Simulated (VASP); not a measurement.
# Fe3Ge (Fm-3m) in VASP: a series of runs

Runs on Fe3Ge. Level: PBEsol. Tasks: single point.

Program: VASP 6.6.1. These are calculated values, not measurements. Logs are shortened: lines on timing, memory, paths and dates and some standing lists are left out, and cuts for length are marked.

### Step 1. The cell of the first run

The structure is cubic, space group Fm-3m (No. 225). Conventional cell: a = 5.751 Å, b = 5.751 Å, c = 5.751 Å, α = 90.00°, β = 90.00°, γ = 90.00°. Within 3.3 Å of Fe (site symmetry m-3m) lie 8 Fe at 2.49 Å and 6 Ge at 2.88 Å. Within 3.3 Å of Fe (site symmetry -43m) lie 10 Fe at 2.49 to 2.88 Å and 4 Ge at 2.49 Å. Ge (site symmetry m-3m) has 14 Fe at 2.49 to 2.88 Å within 3.3 Å.

### Step 2. Single point, PBEsol, collinear spin, ferromagnetic start

The input, INCAR:

```
SYSTEM = Fe3Ge
ALGO = Normal
EDIFF = 1E-7
ENCUT = 520
GGA = PS
ISIF = 2
ISMEAR = 1
ISPIN = 2
LASPH = .True.
LCHARG = .False.
LMAXMIX = 4
LORBIT = 11
LREAL = .False.
LWAVE = .False.
MAGMOM = 3.5 3.5 3.5 0
NBANDS = 31
NELM = 150
PREC = Accurate
SIGMA = 0.5
```

The input, KPOINTS:

```
k-points
0
Gamma
  7 7 7
  0 0 0
```

The input, POSCAR:

```
Fe3Ge
1.0
    0.0000000000      2.8755854300      2.8755854300
    2.8755854300      0.0000000000      2.8755854300
    2.8755854300      2.8755854300      0.0000000000
Fe Ge
3 1
Direct
    0.5000000000      0.5000000000      0.5000000000
    0.2500000000      0.2500000000      0.2500000000
    0.7500000000      0.7500000000      0.7500000000
    0.0000000000      0.0000000000      0.0000000000
```

Potentials or basis: VASP PAW PBE potentials, release 64 (Fe, Ge_d).

Run with:

```
$ cat potpaw_PBE.64/Fe/POTCAR potpaw_PBE.64/Ge_d/POTCAR > POTCAR
$ mpirun -np 1 vasp_std > vasp.out
```

OUTCAR:

```text
SYSTEM = Fe3Ge
   EDIFF = 1E-7
   ENCUT = 520
   GGA = PS
   ISIF = 2
   ISMEAR = 1
   ISPIN = 2
   LASPH = .True.
   LORBIT = 11
   LREAL = .False.
   NELM = 150
   PREC = Accurate

 ion  position               nearest neighbor table
   1  0.500  0.500  0.500-   2 2.49   2 2.49   2 2.49   3 2.49   3 2.49   3 2.49   3 2.49   2 2.49
                             4 2.88   4 2.88   4 2.88   4 2.88   4 2.88   4 2.88
   2  0.250  0.250  0.250-   4 2.49   4 2.49   4 2.49   1 2.49   1 2.49   1 2.49   4 2.49   1 2.49
                             3 2.88   3 2.88   3 2.88   3 2.88   3 2.88   3 2.88
   3  0.750  0.750  0.750-   1 2.49   1 2.49   1 2.49   4 2.49   4 2.49   4 2.49   4 2.49   1 2.49
                             2 2.88   2 2.88   2 2.88   2 2.88   2 2.88   2 2.88
   4  0.000  0.000  0.000-   3 2.49   3 2.49   3 2.49   2 2.49   2 2.49   2 2.49   3 2.49   2 2.49
                             1 2.88   1 2.88   1 2.88   1 2.88   1 2.88   1 2.88

  LATTYP: Found a face centered cubic cell.
 ALAT       =     5.7511708600

  Lattice vectors:

 A1 = (   0.0000000000,   2.8755854300,   2.8755854300)
 A2 = (   2.8755854300,   0.0000000000,   2.8755854300)
 A3 = (   2.8755854300,   2.8755854300,   0.0000000000)

Analysis of symmetry for initial positions (statically):
=====================================================================
 Subroutine PRICEL returns:
 Original cell was already a primitive cell.

 Routine SETGRP: Setting up the symmetry group for a
 face centered cubic supercell.

 Subroutine GETGRP returns: Found 48 space group operations
 (whereof 48 operations were pure point group operations)
 out of a pool of 48 trial point group operations.

The static configuration has the point symmetry O_h .

Analysis of symmetry for dynamics (positions and initial velocities):
=====================================================================
 Subroutine PRICEL returns:
 Original cell was already a primitive cell.

 Routine SETGRP: Setting up the symmetry group for a
 face centered cubic supercell.

 Subroutine GETGRP returns: Found 48 space group operations
 (whereof 48 operations were pure point group operations)
 out of a pool of 48 trial point group operations.

The dynamic configuration has the point symmetry O_h .

Analysis of structural, dynamic, and magnetic symmetry:
=====================================================================
 Subroutine PRICEL returns:
 Original cell was already a primitive cell.

 Routine SETGRP: Setting up the symmetry group for a
 face centered cubic supercell.

 Subroutine GETGRP returns: Found 48 space group operations
 (whereof 48 operations were pure point group operations)
 out of a pool of 48 trial point group operations.

The overall configuration has the point symmetry O_h .

 Subroutine INISYM returns: Found 48 space group operations
 (whereof 48 operations are pure point group operations),
 and found     1 'primitive' translations

----------------------------------------------------------------------------------------

                                     Primitive cell

  volume of cell :      47.5564

  direct lattice vectors                    reciprocal lattice vectors
     0.000000000  2.875585430  2.875585430    -0.173877637  0.173877637  0.173877637
     2.875585430  0.000000000  2.875585430     0.173877637 -0.173877637  0.173877637
     2.875585430  2.875585430  0.000000000     0.173877637  0.173877637 -0.173877637

  length of vectors
     4.066691915  4.066691915  4.066691915     0.301164902  0.301164902  0.301164902

  position of ions in fractional coordinates (direct lattice)
     0.500000000  0.500000000  0.500000000
     0.250000000  0.250000000  0.250000000
     0.750000000  0.750000000  0.750000000
     0.000000000  0.000000000  0.000000000

  ion indices of the primitive-cell ions
   primitive index   ion index
                 1           1
                 2           2
                 3           3
                 4           4

----------------------------------------------------------------------------------------

 KPOINTS: k-points

Automatic generation of k-mesh.
 Grid dimensions read from file:
[... 23 lines left out ...]
  0.142857  0.000000  0.000000      8.000000
  0.285714  0.000000  0.000000      8.000000
  0.428571  0.000000  0.000000      8.000000
  0.142857  0.142857  0.000000      6.000000
  0.285714  0.142857  0.000000     24.000000
[... 12 lines left out ...]
 -0.428571  0.428571  0.142857     24.000000
 -0.285714  0.428571  0.142857     24.000000
   k-points           NKPTS =     20   k-points in BZ     NKDIM =     20   number of bands    NBANDS=     31
   number of dos      NEDOS =    301   number of ions     NIONS =      4
   total plane-waves  NPLWV =  27000
   dimension x,y,z NGX =    30 NGY =   30 NGZ =   30
   dimension x,y,z NGXF=    60 NGYF=   60 NGZF=   60
   ions per type =               3   1
   NGX,Y,Z   is equivalent  to a cutoff of  12.26, 12.26, 12.26 a.u.
   NGXF,Y,Z  is equivalent  to a cutoff of  24.53, 24.53, 24.53 a.u.
 SYSTEM =  Fe3Ge
   PREC   = accura    normal or accurate (medium, high low for compatibility)
   ISTART =      0    job   : 0-new  1-cont  2-samecut
   ICHARG =      2    charge: 1-file 2-atom 10-const
   ISPIN  =      2    spin polarized calculation?
   LNONCOLLINEAR =      F non collinear calculations
   LSORBIT =      F    spin-orbit coupling
   LASPH  =      T    aspherical Exc in radial PAW
   ENCUT  =  520.0 eV  38.22 Ry    6.18 a.u.   7.56  7.56  7.56*2*pi/ulx,y,z
   NELM   =    150;   NELMIN=  2; NELMDL= -5     # of ELM steps
   EDIFF  = 0.1E-06   stopping-criterion for ELM
   LREAL  =      F    real-space projection
   EDIFFG = 0.1E-05   stopping-criterion for IOM
   NSW    =      0    number of steps for IOM
   IBRION =     -1    ionic relax: 0-MD 1-quasi-New 2-CG
   NFREE  =      0    steps in history (QN), initial steepest desc. (CG)
   ISIF   =      2    stress and relaxation
   ISYM   =      2    0-nonsym 1-usesym 2-fastsym
   POTIM  = 0.5000    time-step for ionic-motion
   TEBEG  =    0.0;   TEEND  =   0.0 temperature during run
   PSTRESS=    0.0 pullay stress
   NELECT =      38.0000    total number of electrons
   NUPDOWN=      -1.0000    fix difference up-down
   EMIN   =  10.00;   EMAX   =-10.00  energy-range for DOS
   EFERMI =   0.00;   METHOD = LEGACY
   ISMEAR =     1;   SIGMA  =   0.50  broadening in eV -4-tet -1-fermi 0-gaus
   EFERMI_NEDOS =   21; number of points for ismear=-14 and -15
   IALGO  =     38    algorithm
   IMIX   =      4    mixing-type and parameters
     AMIX     =   0.40;   BMIX     =  1.00
     AMIX_MAG =   1.60;   BMIX_MAG =  1.00
  volume/ion in A,a.u.               =      11.89        80.23
  Fermi-wavevector in a.u.,A,eV,Ry     =   1.519147  2.870771 31.399622  2.307807
  Thomas-Fermi vector in A             =   2.628172
   LORBIT       =     11    0 simple, 1 ext, 2 COOP (PROOUT), +10 PAW based schemes
   GGA     = PS    functional components
   LHFCALC =     F    Hartree Fock is set to
   AEXX    =    0.0000 exact exchange contribution
   IVDW    =     0    specifies the selected vdW correction
   LEPSILON=     F    determine dielectric tensor
   LRPA    =     F    only Hartree local field effects (RPA)
 spin polarized calculation
 Methfessel and Paxton  Order N= 1 SIGMA  =   0.50
  energy-cutoff  :      520.00
  volume of cell :       47.56
 maximum number of plane-waves:      1299
 NGX is ok and might be reduce to    30
   NGX = 15   NGY = 15   NGZ = 15

 number of electron      38.0000000 magnetization      10.5000000

 number of electron      38.0000014 magnetization       5.8073448

 Free energy of the ion-electron system (eV)
  ---------------------------------------------------
  ext. energy  EPLUGINS =         0.00000000
  ---------------------------------------------------
  free energy    TOTEN  =       -32.24530657 eV

  energy without entropy =      -32.28916987  energy(sigma->0) =      -32.25992767

 E-fermi :   7.2288     XC(G=0): -13.2571

 val. band max:        7.2225640790   @ k =  -0.4286   0.2857   0.1429
 cond. band min:       7.2296686747   @ k =  -0.4286   0.2857   0.0000
 fundamental gap:      0.0071045958
 Fermi energy:         7.2288330614

 spin component 1

 k-point     1 :       0.0000    0.0000    0.0000
  band No.  band energies     occupation
      1     -17.2367      1.00000
      2     -17.2367      1.00000
      3     -17.2367      1.00000
      4     -17.2094      1.00000
      5     -17.2094      1.00000
      6      -4.6767      1.00000
[... 669 lines left out ...]
     30      18.7268      0.00000
     31      21.1582      0.00000
 Fermi energy:         7.2288330614

 spin component 2

 k-point     1 :       0.0000    0.0000    0.0000
  band No.  band energies     occupation
      1     -17.2476      1.00000
      2     -17.2476      1.00000
      3     -17.2476      1.00000
      4     -17.2269      1.00000
      5     -17.2269      1.00000
      6      -4.6233      1.00000
[... 669 lines left out ...]
     30      19.0892      0.00000
     31      21.5744      0.00000

------------------------ aborting loop because EDIFF is reached ----------------------------------------

  FORCE on cell =-STRESS in cart. coord.  units (eV):
  Direction    XX          YY          ZZ          XY          YZ          ZX
  --------------------------------------------------------------------------------------
  -------------------------------------------------------------------------------------
  Total       -3.0869322     -3.0869322     -3.0869322      0.0000000      0.0000000     -0.0000000
  in kB     -103.9989262   -103.9989262   -103.9989262      0.0000000      0.0000000     -0.0000000
  external PRESSURE =    -103.9989262 kB  Pullay stress =       0.0000000 kB

 VOLUME and BASIS-vectors are now :
 -----------------------------------------------------------------------------
  energy-cutoff  :      520.00
  volume of cell :       47.56
      direct lattice vectors                 reciprocal lattice vectors
     0.000000000  2.875585430  2.875585430    -0.173877637  0.173877637  0.173877637
     2.875585430  0.000000000  2.875585430     0.173877637 -0.173877637  0.173877637
     2.875585430  2.875585430  0.000000000     0.173877637  0.173877637 -0.173877637

 POSITION                                       TOTAL-FORCE (eV/Angst)
 -----------------------------------------------------------------------------------
      2.87559      2.87559      2.87559        -0.000000      0.000000     -0.000000
      1.43779      1.43779      1.43779        -0.000000      0.000000     -0.000000
      4.31338      4.31338      4.31338         0.000000     -0.000000      0.000000
      0.00000      0.00000      0.00000        -0.000000      0.000000     -0.000000
 -----------------------------------------------------------------------------------
    total drift:                                0.000000     -0.000000     -0.000000

  FREE ENERGIE OF THE ION-ELECTRON SYSTEM (eV)
  ---------------------------------------------------
  free  energy   TOTEN  =       -32.2453065655 eV

  energy  without entropy=      -32.2891698714  energy(sigma->0) =      -32.25992767

 total charge

# of ion       s       p       d       tot
------------------------------------------
    1        0.456   0.505   6.234   7.195
    2        0.411   0.511   6.412   7.334
    3        0.411   0.511   6.412   7.334
    4        1.061   1.292  10.128  12.481
--------------------------------------------------
tot          2.339   2.819  29.186  34.344

 magnetization (x)

# of ion       s       p       d       tot
------------------------------------------
    1       -0.008  -0.024   2.586   2.553
    2       -0.005  -0.025   1.694   1.664
    3       -0.005  -0.025   1.694   1.664
    4        0.000  -0.067  -0.010  -0.077
--------------------------------------------------
tot         -0.019  -0.140   5.964   5.805
```

Wall time 2.1 min (1 thread of AMD EPYC 7R13, shared host); peak memory 0.18 GiB.

Results:

- Free energy: -32.2453 eV
- Pressure: -10.4 GPa
- Net moment: 5.81 μB per cell
- Site moments: Fe +2.55, +1.66 (each value once); Ge -0.08 μB
- Valence electrons inside the program's atomic spheres: Fe 7.20, 7.33 (each value once); Ge 12.48

Caveat: the cell stands under tension; so wide a smearing shifts energies and pressures; the PAW data sets were made with another functional, which shifts forces and pressure a little.

### Step 3. Single point, PBEsol, collinear spin, ferromagnetic start

The input, INCAR:

```
SYSTEM = Fe3Ge
PREC = Accurate ; ENCUT = 520
EDIFF = 1E-6 ; ISMEAR = 1
SIGMA = 0.3 ; LREAL = .False.
LASPH = .True. ; NELM = 150
ALGO = Normal ; ISIF = 2
LWAVE = .False. ; LCHARG = .False.
ISPIN = 2 ; MAGMOM = 3.5 3.5 3.5 0
LORBIT = 11 ; LMAXMIX = 4
GGA = PS ; NBANDS = 31
```

The input, KPOINTS:

```
Automatic mesh
0
Gamma
  7 7 7
  0 0 0
```

POSCAR is that of step 2.

Potentials or basis: VASP PAW PBE potentials, release 64 (Fe, Ge_d).

Run with:

```
$ cat potpaw_PBE.64/Fe/POTCAR potpaw_PBE.64/Ge_d/POTCAR > POTCAR
$ mpirun -np 1 vasp_std > vasp.out
```

Wall time 1.9 min (1 thread of AMD EPYC 7R13, shared host); peak memory 0.18 GiB.

The run converged. Its results:

```yaml
Free_energy: -32.2562 eV
Pressure: -10.5 GPa
Net_moment: 5.74 μB per cell
Site_moments: Fe +2.55, +1.63 (each value once); Ge -0.08 μB
Valence_electrons_inside_the_program's_atomic_spheres: Fe 7.20, 7.33 (each value once); Ge 12.48
```

Levels at points of the mesh, in eV from the Fermi level:
Spin up:
```
           k point  band 18  band 19  band 20  band 21  band 22  band 23  band 24  band 25
(0.00, 0.00, 0.00)    -0.80    -0.80    -0.55    -0.55     2.10     3.83     3.83     3.83
```
Spin down:
| k point | band 12 | band 13 | band 14 | band 15 | band 16 | band 17 | band 18 | band 19 | band 20 | band 21 |
| --- | --- | --- | --- | --- | --- | --- | --- | --- | --- | --- |
| (0.00, 0.00, 0.00) | -1.44 | -1.44 | -1.44 | 0.71 | 0.71 | 0.71 | 1.38 | 1.38 | 1.40 | 1.40 |

Caveat: the cell stands under tension; so wide a smearing shifts energies and pressures; the PAW data sets were made with another functional, which shifts forces and pressure a little.

### Step 4. Single point, PBEsol, collinear spin, ferromagnetic start

The input, INCAR:

```
PREC = Accurate ; ENCUT = 520
EDIFF = 1E-6 ; ISMEAR = 1
SIGMA = 0.2 ; LREAL = False
LASPH = True ; NELM = 150
ALGO = Normal ; ISIF = 2
LWAVE = False ; LCHARG = False
ISPIN = 2 ; MAGMOM = 3.5 3.5 3.5 0
LORBIT = 11 ; LMAXMIX = 4
GGA = PS ; NBANDS = 31
```

The input, KPOINTS:

```
regular mesh
0
Gamma
  7 7 7
```

POSCAR is that of step 3.

Run with:

```
$ cat potpaw_PBE.64/Fe/POTCAR potpaw_PBE.64/Ge_d/POTCAR > POTCAR
$ mpirun -np 1 vasp_std > vasp.out
```

Wall time 2.4 min (1 thread of AMD EPYC 7R13, shared host); peak memory 0.18 GiB.

It converged, with:

- Free energy: -32.2533 eV
- Pressure: -10.5 GPa
- Net moment: 5.73 μB per cell
- Site moments: Fe +2.55, +1.63 (each value once); Ge -0.07 μB
- Valence electrons inside the program's atomic spheres: Fe 7.20, 7.33 (each value once); Ge 12.48

Levels at points of the mesh, in eV from the Fermi level:
Spin up:
```
           k point  band 18  band 19  band 20  band 21  band 22  band 23  band 24  band 25
(0.00, 0.00, 0.00)    -0.80    -0.80    -0.55    -0.55     2.10     3.83     3.83     3.83
```
Spin down:
```tsv
k point	band 12	band 13	band 14	band 15	band 16	band 17	band 18	band 19	band 20	band 21
(0.00, 0.00, 0.00)	-1.44	-1.44	-1.44	0.71	0.71	0.71	1.38	1.38	1.39	1.39
```

Caveat: the cell stands under tension; the PAW data sets were made with another functional, which shifts forces and pressure a little.

### Step 5. Single point, PBEsol, collinear spin, ferromagnetic start

The input, INCAR:

```
SYSTEM = Fe3Ge
PREC     = Accurate       ! precision mode
ENCUT    = 520            ! plane-wave cutoff, eV
EDIFF    = 1E-7           ! SCF threshold, eV
ISMEAR   = 1              ! smearing method
SIGMA    = 0.1            ! smearing width, eV
LREAL    = .False.        ! projectors in reciprocal space
LASPH    = .True.         ! aspherical terms in the spheres
NELM     = 150            ! most SCF steps
ALGO     = Normal         ! electronic algorithm
ISIF     = 2              ! what is computed and relaxed
LWAVE    = .False.        ! write WAVECAR
LCHARG   = .True.         ! write CHGCAR
ISPIN    = 2              ! spin polarisation
MAGMOM   = 3.5 3.5 3.5 0  ! initial moments
LORBIT   = 11             ! projections on sites
LMAXMIX  = 4              ! l up to which the mixer works
GGA      = PS             ! functional
LELF     = .True.         ! ELF
LVHAR    = .True.       
NBANDS   = 31             ! bands
```

The input, KPOINTS:

```
Automatic mesh
0
Gamma
  7 7 7
  0 0 0
```

POSCAR is that of step 4.

Run with:

```
$ cat potpaw_PBE.64/Fe/POTCAR potpaw_PBE.64/Ge_d/POTCAR > POTCAR
$ mpirun -np 1 vasp_std > vasp.out
```

Run time: 2.9 min. Hardware: 1 thread of AMD EPYC 7R13, shared host; peak memory 0.18 GiB.

Results (log left out):

- Free energy: -32.2470 eV
- Pressure: -9.5 GPa
- Band gap on the k mesh: zero (filled and empty bands overlap)
- Net moment: 5.97 μB per cell
- Site moments: Fe +2.53, +1.75 (each value once); Ge -0.07 μB
- Valence electrons inside the program's atomic spheres: Fe 7.20, 7.33 (each value once); Ge 12.48

Levels at points of the mesh, in eV from the Fermi level:
Spin up:
| k point | band 17 | band 18 | band 19 | band 20 | band 21 | band 22 | band 23 | band 24 | band 25 | band 26 |
| --- | --- | --- | --- | --- | --- | --- | --- | --- | --- | --- |
| (0.00, 0.00, 0.00) | -0.87 | -0.87 | -0.87 | -0.62 | -0.62 | 2.09 | 3.80 | 3.80 | 3.80 | 5.63 |
Spin down:
```tsv
k point	band 13	band 14	band 15	band 16	band 17	band 18	band 19	band 20
(0.00, 0.00, 0.00)	-1.43	-1.43	0.75	0.75	0.75	1.42	1.42	1.43
```

Caveat: the cell stands under tension; the PAW data sets were made with another functional, which shifts forces and pressure a little.

### Step 6. Summary

| smearing | gap on the mesh (eV) | pressure (GPa) | moment (μB) |
| --- | --- | --- | --- |
| methfessel-paxton 0.5 eV | none | -10.4 | 5.81 |
| methfessel-paxton 0.3 eV | none | -10.5 | 5.74 |
| methfessel-paxton 0.2 eV | none | -10.5 | 5.73 |
| methfessel-paxton 0.1 eV | none | -9.5 | 5.97 |

Alike in all rows: task single point; level PBEsol; potentials or basis VASP PAW PBE potentials, release 64 (Fe, Ge_d); spin collinear, ferromagnetic start; cell as given; k mesh 7 × 7 × 7; cutoff (eV) 520.

Caveats: the cell stands under tension; the PAW data sets were made with another functional, which shifts forces and pressure a little; so wide a smearing shifts energies and pressures (at least some runs).

Total energies depend on the potentials used, so only differences within one code and one set of settings carry meaning.

The gap in the log of VASP goes by the Fermi energy; the results here count the filled bands.